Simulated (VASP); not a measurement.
**TaIn4: single point with PBE**

The system is TaIn4.

```xyz
10
Lattice="6.6798 0.0000 0.0000 0.0000 6.6798 0.0000 0.0000 0.0000 5.6197" Properties=species:S:1:pos:R:3 pbc="T T T"
Ta    0.0000    0.0000    1.4049
Ta    0.0000    0.0000    4.2148
In    2.2707    5.2587    2.8098
In    1.4210    4.4091    0.0000
In    5.2587    2.2707    0.0000
In    2.2707    1.4210    0.0000
In    5.2587    4.4091    2.8098
In    4.4091    1.4210    2.8098
In    1.4210    2.2707    2.8098
In    4.4091    5.2587    0.0000
```

The cell was generated, and may not be a known phase.

| Item | Value |
| --- | --- |
| Program | VASP 6.6.1 |
| Task | single point |
| Functional | PBE |
| Potentials or basis | VASP PAW PBE potentials, release 64 (Ta_pv, In_d) |
| Cutoff | 520 eV |
| k mesh | 6 × 6 × 6 |
| Occupations | gaussian, width 0.1 eV |
| Spin | no spin polarisation |
| Dipole correction | no |
| Further INCAR settings | ALGO = Fast; EDIFF = 1e-06; NBANDS = 74 |

```
Pressure               : -0.4 GPa
Largest force          : 0.014 eV/Å
Band gap on the k mesh : zero (bands 63 and 64 overlap by 0.71 eV)
```

Forces on the atoms (eV/Å):
```
Ta   0.000  0.000  0.000
Ta   0.000  0.000  0.000
In  -0.012  0.006  0.000
In  -0.006  0.012  0.000
In   0.006 -0.012  0.000
In  -0.012 -0.006  0.000
In   0.006  0.012  0.000
In   0.012 -0.006  0.000
In  -0.006 -0.012  0.000
In   0.012  0.006  0.000
```

Levels at points of the mesh, in eV from the Fermi level:
```tsv
k point	band 60	band 61	band 62	band 63	band 64	band 65	band 66	band 67
(0.00, 0.00, 0.00)	-0.55	-0.55	-0.35	-0.27	0.18	0.26	0.44	0.44
(0.50, 0.00, 0.00)	-1.10	-0.79	-0.72	-0.44	-0.28	0.51	0.77	1.10
(0.50, 0.50, 0.00)	-1.43	-1.43	-0.24	-0.24	0.05	0.31	0.31	0.44
(0.00, 0.00, 0.50)	-1.10	-1.10	-1.10	0.08	0.08	1.10	1.10	2.03
(0.50, 0.00, 0.50)	-0.50	-0.43	-0.43	0.22	0.22	0.45	0.45	0.93
(0.50, 0.50, 0.50)	-0.52	-0.28	-0.28	-0.06	-0.06	1.04	1.04	1.52
```

Wall time 11 min on 1 thread of AMD EPYC 9R45 96-Core Processor (Zen 5), on a shared host, peak memory 0.64 GiB.

Caveat: spin-orbit coupling is left out, which moves the levels of the heavy elements.
